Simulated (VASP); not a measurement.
Runs of VASP 6.6.1 on Al2Cu. The structure is that of space group I4/mmm (No. 139), or close to it. The cells are those of the table. 

```tsv
cell	further INCAR settings	gap on the mesh (eV)	pressure (GPa)
a = 3.943 Å, angles 118.9, 118.9, 91.9°, 3 atoms	ALGO = Fast; EDIFF = 1e-06; NBANDS = 16	none	4.7
a = 3.910 Å, angles 118.3, 118.3, 92.9°, 3 atoms	ALGO = Fast; EDIFF = 1e-06; NBANDS = 16	none	7.3
a = 3.986 Å, angles 122.7, 122.7, 85.4°, 3 atoms	ALGO = Fast; EDIFF = 1e-07; NBANDS = 16	none	(a)
a = 4.021 Å, angles 123.2, 123.2, 84.5°, 3 atoms	ALGO = Fast; EDIFF = 1e-07; NBANDS = 16	none	6.5
```

Alike in all rows: task single point; level LDA; potentials or basis VASP PAW LDA potentials, release 64 (Al, Cu); no spin polarisation; k mesh 14 × 14 × 14; cutoff (eV) 520; smearing gaussian 0.15 eV.

Q: Fill in the values left out.

A: (a) 8.6.

Caveats: the cell stands under pressure.

A gap of «none» marks levels without a gap at the run's occupations.
